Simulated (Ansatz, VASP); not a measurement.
## Bi in VASP and in Ansatz

File INCAR:

```
SYSTEM = Bi
PREC = Accurate ; ENCUT = 520
EDIFF = 1E-6 ; ISMEAR = -1
SIGMA = 0.05 ; LREAL = .False.
LASPH = .True. ; NELM = 100
ALGO = Normal ; ISIF = 2
LWAVE = .False. ; LCHARG = .False.
GGA = PE ; NBANDS = 14
```

Contents of KPOINTS:

```
Automatic mesh
0
Gamma
  14 14 14
  0 0 0
```

Contents of POSCAR:

```
Bi
1.0
    0.0000000000      1.9970892359      1.9970892359
    1.9970892359      0.0000000000      1.9970892359
    1.9970892359      1.9970892359      0.0000000000
Bi
1
Direct
    0.0000000000      0.0000000000      0.0000000000
```

Input for Ansatz:

```yaml
crystal:
  lattice:
    - [0.0, 1.9970892359, 1.9970892359]
    - [1.9970892359, 0.0, 1.9970892359]
    - [1.9970892359, 1.9970892359, 0.0]
  atoms:
    - { symbol: Bi, position: [0.0, 0.0, 0.0] }
kpoints:
  mp_grid: { grid: [14, 14, 14] }
scf:
  occupations: { method: fermi_dirac, width: 0.05 }
hamiltonian:
  xc: pbe
  pseudopotentials: { kind: all_electron, lapw: { basis_error: 0.001 } }
output:
  forces: true
  stress: true
  eigenvalues: true
  populations: true
```

Change from the starting cell: volume scaled by 0.5, LAPW.

Alike in both runs: task single point; functional PBE; k mesh 14 × 14 × 14; occupations fermi-dirac, width 0.05 eV; no spin polarisation.

|  | VASP | Ansatz |
| --- | --- | --- |
| version | VASP 6.6.1 | Ansatz 0.2.0 |
| potentials or method | VASP PAW PBE potentials, release 64 (Bi_d), cutoff 520 eV | all-electron LAPW, scalar-relativistic |

|  | VASP | Ansatz | Ansatz less VASP |
| --- | --- | --- | --- |
| pressure (GPa) | 178.2 | 178.3 | +0.02 |

Both programs put the cell under a high pressure, so it lies far from rest at this level. Ansatz ran all-electron here, and VASP with PAW potentials.

Neither program's run includes spin-orbit coupling. Noted on VASP's run: the cell as given lies far from equilibrium.
